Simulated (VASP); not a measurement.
# GeW (zincblende type) (F-43m) in VASP: notebook

Runs on GeW (zincblende type). Level: PBE. Tasks: single point.

All numbers are computed with VASP 6.6.1; they aren't measurements. Logs are shortened: lines on timing, memory, paths and dates and some standing lists are left out, and cuts for length are marked.

## Step 1: The cell of the first run

It takes space group F-43m (No. 216, cubic). Conventional cell: a = 4.477 Å, b = 4.477 Å, c = 4.477 Å, α = 90.00°, β = 90.00°, γ = 90.00°. Within 2.6 Å of W (site symmetry -43m) lie 4 Ge at 1.94 Å. Ge (site symmetry -43m) has 4 W at 1.94 Å within 2.6 Å.

## Step 2: Single point, PBE

File INCAR:

```
SYSTEM = GeW
PREC = Accurate ; ENCUT = 520
EDIFF = 1E-6 ; ISMEAR = -1
SIGMA = 0.05 ; LREAL = .False.
LASPH = .True. ; NELM = 60
ALGO = Normal ; ISIF = 2
LWAVE = .False. ; LCHARG = .True.
GGA = PE ; LELF = .True.
LVHAR = .True. ; NBANDS = 21
```

File KPOINTS:

```
regular mesh
0
Gamma
  13 13 13
  0 0 0
```

File POSCAR:

```
GeW
1.0
    0.0000000000      2.2383605022      2.2383605022
    2.2383605022      0.0000000000      2.2383605022
    2.2383605022      2.2383605022      0.0000000000
W Ge
1 1
Direct
    0.0000000000      0.0000000000      0.0000000000
    0.2500000000      0.2500000000      0.2500000000
```

Potentials or basis: VASP PAW PBE potentials, release 64 (W_sv, Ge_d).

Started as:

```
> cat potpaw_PBE.64/W_sv/POTCAR potpaw_PBE.64/Ge_d/POTCAR > POTCAR
> mpirun -np 1 vasp_std > vasp.out
```

OUTCAR:

```text
SYSTEM = GeW
   PREC = Accurate
   ENCUT = 520
   EDIFF = 1E-6
   ISMEAR = -1
   LREAL = .False.
   LASPH = .True.
   NELM = 60
   ISIF = 2
   GGA = PE

 ion  position               nearest neighbor table
   1  0.000  0.000  0.000-   2 1.94   2 1.94   2 1.94   2 1.94
   2  0.250  0.250  0.250-   1 1.94   1 1.94   1 1.94   1 1.94

  LATTYP: Found a face centered cubic cell.
 ALAT       =     4.4767210044

  Lattice vectors:

 A1 = (   0.0000000000,   2.2383605022,   2.2383605022)
 A2 = (   2.2383605022,   0.0000000000,   2.2383605022)
 A3 = (   2.2383605022,   2.2383605022,   0.0000000000)

Analysis of symmetry for initial positions (statically):
=====================================================================
 Subroutine PRICEL returns:
 Original cell was already a primitive cell.

 Routine SETGRP: Setting up the symmetry group for a
 face centered cubic supercell.

 Subroutine GETGRP returns: Found 24 space group operations
 (whereof 24 operations were pure point group operations)
 out of a pool of 48 trial point group operations.

The static configuration has the point symmetry T_d .

Analysis of symmetry for dynamics (positions and initial velocities):
=====================================================================
 Subroutine PRICEL returns:
 Original cell was already a primitive cell.

 Routine SETGRP: Setting up the symmetry group for a
 face centered cubic supercell.

 Subroutine GETGRP returns: Found 24 space group operations
 (whereof 24 operations were pure point group operations)
 out of a pool of 48 trial point group operations.

The dynamic configuration has the point symmetry T_d .

 Subroutine INISYM returns: Found 24 space group operations
 (whereof 24 operations are pure point group operations),
 and found     1 'primitive' translations

----------------------------------------------------------------------------------------

                                     Primitive cell

  volume of cell :      22.4295

  direct lattice vectors                    reciprocal lattice vectors
     0.000000000  2.238360502  2.238360502    -0.223377780  0.223377780  0.223377780
     2.238360502  0.000000000  2.238360502     0.223377780 -0.223377780  0.223377780
     2.238360502  2.238360502  0.000000000     0.223377780  0.223377780 -0.223377780

  length of vectors
     3.165519780  3.165519780  3.165519780     0.386901664  0.386901664  0.386901664

  position of ions in fractional coordinates (direct lattice)
     0.000000000  0.000000000  0.000000000
     0.250000000  0.250000000  0.250000000

  ion indices of the primitive-cell ions
   primitive index   ion index
                 1           1
                 2           2

----------------------------------------------------------------------------------------

 KPOINTS: regular mesh

Automatic generation of k-mesh.
 Grid dimensions read from file:
 generate k-points for:   13   13   13

 Generating k-lattice:

  Cartesian coordinates                     Fractional coordinates (reciprocal lattice)
    -0.017182906  0.017182906  0.017182906     0.076923077  0.000000000  0.000000000
     0.017182906 -0.017182906  0.017182906     0.000000000  0.076923077  0.000000000
     0.017182906  0.017182906 -0.017182906     0.000000000  0.000000000  0.076923077

  Length of vectors
     0.029761666  0.029761666  0.029761666

  Shift w.r.t. Gamma in fractional coordinates (k-lattice)
     0.000000000  0.000000000  0.000000000

 Subroutine IBZKPT returns following result:
 ===========================================

 Found     84 irreducible k-points:

 Following reciprocal coordinates:
            Coordinates               Weight
  0.000000  0.000000  0.000000      1.000000
  0.076923  0.000000  0.000000      8.000000
  0.153846  0.000000  0.000000      8.000000
  0.230769  0.000000  0.000000      8.000000
  0.307692  0.000000  0.000000      8.000000
  0.384615  0.000000  0.000000      8.000000
[... 16 lines left out ...]
  0.384615  0.153846  0.000000     24.000000
  0.461538  0.153846  0.000000     24.000000
 [... further k-points ...]
   k-points           NKPTS =     84   k-points in BZ     NKDIM =     84   number of bands    NBANDS=     21
   number of dos      NEDOS =    301   number of ions     NIONS =      2
   total plane-waves  NPLWV =  13824
   dimension x,y,z NGX =    24 NGY =   24 NGZ =   24
   dimension x,y,z NGXF=    48 NGYF=   48 NGZF=   48
   ions per type =               1   1
   NGX,Y,Z   is equivalent  to a cutoff of  12.60, 12.60, 12.60 a.u.
   NGXF,Y,Z  is equivalent  to a cutoff of  25.21, 25.21, 25.21 a.u.
 SYSTEM =  GeW
   PREC   = accura    normal or accurate (medium, high low for compatibility)
   ISTART =      0    job   : 0-new  1-cont  2-samecut
   ICHARG =      2    charge: 1-file 2-atom 10-const
   ISPIN  =      1    spin polarized calculation?
   LNONCOLLINEAR =      F non collinear calculations
   LSORBIT =      F    spin-orbit coupling
   LASPH  =      T    aspherical Exc in radial PAW
   ENCUT  =  520.0 eV  38.22 Ry    6.18 a.u.   5.89  5.89  5.89*2*pi/ulx,y,z
   NELM   =     60;   NELMIN=  2; NELMDL= -5     # of ELM steps
   EDIFF  = 0.1E-05   stopping-criterion for ELM
   LREAL  =      F    real-space projection
   EDIFFG = 0.1E-04   stopping-criterion for IOM
   NSW    =      0    number of steps for IOM
   IBRION =     -1    ionic relax: 0-MD 1-quasi-New 2-CG
   NFREE  =      0    steps in history (QN), initial steepest desc. (CG)
   ISIF   =      2    stress and relaxation
   ISYM   =      2    0-nonsym 1-usesym 2-fastsym
   POTIM  = 0.5000    time-step for ionic-motion
   TEBEG  =    0.0;   TEEND  =   0.0 temperature during run
   PSTRESS=    0.0 pullay stress
   NELECT =      28.0000    total number of electrons
   NUPDOWN=      -1.0000    fix difference up-down
   EMIN   =  10.00;   EMAX   =-10.00  energy-range for DOS
   EFERMI =   0.00;   METHOD = LEGACY
   ISMEAR =    -1;   SIGMA  =   0.05  broadening in eV -4-tet -1-fermi 0-gaus
   EFERMI_NEDOS =   21; number of points for ismear=-14 and -15
   IALGO  =     38    algorithm
   IMIX   =      4    mixing-type and parameters
     AMIX     =   0.40;   BMIX     =  1.00
     AMIX_MAG =   1.60;   BMIX_MAG =  1.00
  volume/ion in A,a.u.               =      11.21        75.68
  Fermi-wavevector in a.u.,A,eV,Ry     =   1.762737  3.331090 42.276582  3.107241
  Thomas-Fermi vector in A             =   2.831051
   LORBIT       =      0    0 simple, 1 ext, 2 COOP (PROOUT), +10 PAW based schemes
   GGA     = PE    functional components
   LHFCALC =     F    Hartree Fock is set to
   AEXX    =    0.0000 exact exchange contribution
   IVDW    =     0    specifies the selected vdW correction
   LEPSILON=     F    determine dielectric tensor
   LRPA    =     F    only Hartree local field effects (RPA)
 non-spin polarized calculation
  energy-cutoff  :      520.00
  volume of cell :       22.43
 maximum number of plane-waves:       620
   NGX = 11   NGY = 11   NGZ = 11

 number of electron      28.0000014 magnetization

 Free energy of the ion-electron system (eV)
  ---------------------------------------------------
  ext. energy  EPLUGINS =         0.00000000
  ---------------------------------------------------
  free energy    TOTEN  =        -0.07742979 eV

  energy without entropy =       -0.06683734  energy(sigma->0) =       -0.07213356

 E-fermi :  14.5002     XC(G=0): -14.6272

 val. band max:       14.4803591887   @ k =  -0.3846   0.4615   0.0769
 cond. band min:      14.5098875093   @ k =   0.3077   0.1538   0.0769
 fundamental gap:      0.0295283206
 Fermi energy:        14.5002030344

 k-point     1 :       0.0000    0.0000    0.0000
  band No.  band energies     occupation
      1     -58.9990      2.00000
      2     -23.9834      2.00000
      3     -23.9834      2.00000
      4     -23.9834      2.00000
      5     -11.1888      2.00000
      6     -11.1888      2.00000
[... 13 lines left out ...]
     20      30.0218      0.00000
     21      34.8205      0.00000

 k-point     2 :       0.0769    0.0000    0.0000
  band No.  band energies     occupation
      1     -58.9967      2.00000
      2     -24.0096      2.00000
      3     -23.9848      2.00000
      4     -23.9848      2.00000
      5     -11.1909      2.00000
      6     -11.1909      2.00000
[... 13 lines left out ...]
     20      30.7176      0.00000
     21      32.8159      0.00000

 k-point     3 :       0.1538    0.0000    0.0000
  band No.  band energies     occupation
      1     -58.9908      2.00000
      2     -24.0812      2.00000
      3     -23.9886      2.00000
      4     -23.9886      2.00000
      5     -11.1950      2.00000
      6     -11.1950      2.00000
[... 13 lines left out ...]
     20      29.4270      0.00000
     21      31.6062      0.00000

 k-point     4 :       0.2308    0.0000    0.0000
  band No.  band energies     occupation
      1     -58.9824      2.00000
      2     -24.1801      2.00000
      3     -23.9940      2.00000
      4     -23.9940      2.00000
      5     -11.1962      2.00000
      6     -11.1962      2.00000
[... 13 lines left out ...]
     20      27.7485      0.00000
     21      29.5223      0.00000

 k-point     5 :       0.3077    0.0000    0.0000
  band No.  band energies     occupation
      1     -58.9736      2.00000
      2     -24.2828      2.00000
      3     -23.9998      2.00000
      4     -23.9998      2.00000
      5     -11.1905      2.00000
      6     -11.1905      2.00000
[... 13 lines left out ...]
     20      29.2118      0.00000
     21      30.0853      0.00000

 k-point     6 :       0.3846    0.0000    0.0000
  band No.  band energies     occupation
      1     -58.9662      2.00000
      2     -24.3661      2.00000
      3     -24.0047      2.00000
      4     -24.0047      2.00000
      5     -11.1813      2.00000
      6     -11.1787      2.00000
[... 13 lines left out ...]
     20      31.7045      0.00000
     21      31.9444      0.00000

 k-point     7 :       0.4615    0.0000    0.0000
  band No.  band energies     occupation
      1     -58.9620      2.00000
      2     -24.4124      2.00000
      3     -24.0074      2.00000
      4     -24.0074      2.00000
      5     -11.2292      2.00000
      6     -11.1678      2.00000
[... 13 lines left out ...]
     20      33.4539      0.00000
     21      33.4539      0.00000
[... 291 lines left out ...]
      1     -58.9881      2.00000
      2     -24.0887      2.00000
      3     -24.0025      2.00000
      4     -24.0025      2.00000
      5     -11.2309      2.00000
      6     -11.1655      2.00000
[... 13 lines left out ...]
     20      30.2387      0.00000
     21      30.2387      0.00000

 k-point    21 :       0.2308    0.1538    0.0000
  band No.  band energies     occupation
      1     -58.9818      2.00000
      2     -24.1532      2.00000
      3     -24.0112      2.00000
      4     -24.0111      2.00000
      5     -11.2451      2.00000
      6     -11.1563      2.00000
[... 13 lines left out ...]
     20      28.6717      0.00000
     21      29.3350      0.00000

 k-point    22 :       0.3077    0.1538    0.0000
  band No.  band energies     occupation
      1     -58.9739      2.00000
      2     -24.2340      2.00000
      3     -24.0246      2.00000
      4     -24.0184      2.00000
      5     -11.2492      2.00000
      6     -11.1492      2.00000
[... 13 lines left out ...]
     20      28.7673      0.00000
     21      29.2715      0.00000

 k-point    23 :       0.3846    0.1538    0.0000
  band No.  band energies     occupation
      1     -58.9663      2.00000
      2     -24.3091      2.00000
      3     -24.0427      2.00000
      4     -24.0227      2.00000
      5     -11.2408      2.00000
      6     -11.1459      2.00000
[... 13 lines left out ...]
     20      30.0433      0.00000
     21      30.2017      0.00000

 k-point    24 :       0.4615    0.1538    0.0000
  band No.  band energies     occupation
      1     -58.9605      2.00000
      2     -24.3616      2.00000
      3     -24.0617      2.00000
      4     -24.0229      2.00000
      5     -11.2340      2.00000
      6     -11.1936      2.00000
[... 13 lines left out ...]
     20      31.3928      0.00000
     21      32.2717      0.00000

 [... further k-points ...]

------------------------ aborting loop because EDIFF is reached ----------------------------------------

  FORCE on cell =-STRESS in cart. coord.  units (eV):
  Direction    XX          YY          ZZ          XY          YZ          ZX
  --------------------------------------------------------------------------------------
  -------------------------------------------------------------------------------------
  Total       50.0654832     50.0654832     50.0654832     -0.0000000     -0.0000000     -0.0000000
  in kB     3576.2584536   3576.2584536   3576.2584536     -0.0000000     -0.0000000     -0.0000000
  external PRESSURE =    3576.2584536 kB  Pullay stress =       0.0000000 kB

 VOLUME and BASIS-vectors are now :
 -----------------------------------------------------------------------------
  energy-cutoff  :      520.00
  volume of cell :       22.43
      direct lattice vectors                 reciprocal lattice vectors
     0.000000000  2.238360502  2.238360502    -0.223377780  0.223377780  0.223377780
     2.238360502  0.000000000  2.238360502     0.223377780 -0.223377780  0.223377780
     2.238360502  2.238360502  0.000000000     0.223377780  0.223377780 -0.223377780

 POSITION                                       TOTAL-FORCE (eV/Angst)
 -----------------------------------------------------------------------------------
      0.00000      0.00000      0.00000         0.000000      0.000000      0.000000
      1.11918      1.11918      1.11918        -0.000000     -0.000000     -0.000000
 -----------------------------------------------------------------------------------
    total drift:                                0.000004      0.000004      0.000005

  FREE ENERGIE OF THE ION-ELECTRON SYSTEM (eV)
  ---------------------------------------------------
  free  energy   TOTEN  =        -0.0774297850 eV

  energy  without entropy=       -0.0668373364  energy(sigma->0) =       -0.07213356
```

It took 32 s on 1 thread of AMD EPYC 7R13 (Zen 3), shared host; peak memory 0.14 GiB.

Results:

```yaml
Free_energy: -0.0774 eV
Pressure: 357.6 GPa
Band_gap_on_the_k_mesh: zero (bands 14 and 15 overlap by 1.56 eV)
```

Caveat: the cell stands under pressure; spin-orbit coupling is left out, which moves the levels of the heavy elements.

## Step 3: Single point, PBE

File INCAR:

```
SYSTEM = GeW
PREC = Accurate
ENCUT = 520
EDIFF = 1E-7
ISMEAR = -1
SIGMA = 0.05
LREAL = .False.
LASPH = .True.
NELM = 60
ALGO = Normal
ISIF = 2
LWAVE = .False.
LCHARG = .False.
GGA = PE
NBANDS = 21
```

KPOINTS is that of step 2.

File POSCAR:

```
GeW
1.0
    0.0000000000      2.2376488054      2.2376488054
    2.2376488054      0.0000000000      2.2376488054
    2.2376488054      2.2376488054      0.0000000000
W Ge
1 1
Direct
    0.0000000000      0.0000000000      0.0000000000
    0.2500000000      0.2500000000      0.2500000000
```

Potentials or basis: VASP PAW PBE potentials, release 64 (W_sv, Ge_d).

Started as:

```
> cat potpaw_PBE.64/W_sv/POTCAR potpaw_PBE.64/Ge_d/POTCAR > POTCAR
> mpirun -np 1 vasp_std > vasp.out
```

Run time: 35 s. Hardware: 1 thread of AMD EPYC 7R13 (Zen 3), shared host; peak memory 0.14 GiB.

Results (log left out):

```yaml
Free_energy: -0.0296 eV
Pressure: 358.9 GPa
Band_gap_on_the_k_mesh: zero (bands 14 and 15 overlap by 1.56 eV)
```

Levels at points of the mesh, in eV from the Fermi level:
| k point | band 10 | band 11 | band 12 | band 13 | band 14 | band 15 | band 16 | band 17 | band 18 | band 19 |
| --- | --- | --- | --- | --- | --- | --- | --- | --- | --- | --- |
| (0.00, 0.00, 0.00) | -14.52 | -5.46 | -5.46 | -5.46 | -0.40 | -0.40 | 7.91 | 10.09 | 10.09 | 10.09 |

Caveat: the cell stands under pressure; spin-orbit coupling is left out, which moves the levels of the heavy elements.

The gap in the log of VASP goes by the Fermi energy; the results here count the filled bands.